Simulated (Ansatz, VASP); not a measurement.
# HfB2: VASP beside Ansatz

INCAR

```
ALGO = Normal ; EDIFF = 1E-6
ENCUT = 500 ; GGA = PE
GGA_COMPAT = F ; ISIF = 2
ISMEAR = -1 ; LASPH = T
LCHARG = F ; LREAL = F
LWAVE = F ; NBANDS = 15
NELM = 120 ; PREC = Accurate
SIGMA = 0.06802846561497
```

File KPOINTS:

```
k-points
0
Gamma
  9 9 8
```

The input POSCAR:

```
HfB2
1.0
    3.1326790839      0.0000000000      0.0000000000
   -1.5663395419      2.7129796685      0.0000000000
    0.0000000000      0.0000000000      3.4792139900
Hf B
1 2
Direct
    0.0000000000      0.0000000000      0.0000000000
    0.3333333333      0.6666666667      0.5000000000
    0.6666666667      0.3333333333      0.5000000000
```

Input for Ansatz:

```yaml
crystal:
  lattice:
    - [3.1326790839, 0.0, 0.0]
    - [-1.5663395419, 2.7129796685, 0.0]
    - [0.0, 0.0, 3.47921399]
  atoms:
    - { symbol: Hf, position: [0.0, 0.0, 0.0] }
    - { symbol: B, position: [0.3333333333, 0.6666666667, 0.5] }
    - { symbol: B, position: [0.6666666667, 0.3333333333, 0.5] }
basis:
  ecutwfc: 420
kpoints:
  mp_grid: { grid: [9, 9, 8] }
hamiltonian:
  xc: pbe
scf:
  occupations: { method: fermi_dirac, width: "0.005 Ry" }
  eigensolver: { mixed_precision: false }
  max_iter: 56
output:
  forces: true
  stress: true
  eigenvalues: true
```

Alike in both runs: task single point; functional PBE; k mesh 9 × 9 × 8; no spin polarisation.

```csv
,VASP,Ansatz
version,VASP 6.6.1,Ansatz 0.2.0
potentials or method,"VASP PAW PBE potentials, release 64 (Hf_pv, B), cutoff 500 eV","scalar-relativistic, plane waves, PAW"
occupations,"fermi-dirac, width 0.0680285 eV",fermi-dirac
valence electrons in the cell,16,32
```

|  | VASP | Ansatz | Ansatz less VASP |
| --- | --- | --- | --- |
| gap on the k mesh at the Fermi level (eV) | none | none | - |
| pressure (GPa) | 2.4 | 2.7 | +0.35 |
| traceless stress, the component that is largest in VASP (GPa) | -0.55 | -0.78 | -0.232 |

A gap of «none» marks a metal or a gap that the smearing closes. VASP's potentials hold 16 valence electrons a cell and Ansatz's 32, so a difference there can come from the potentials and not from the codes.

Spin-orbit coupling is off throughout.
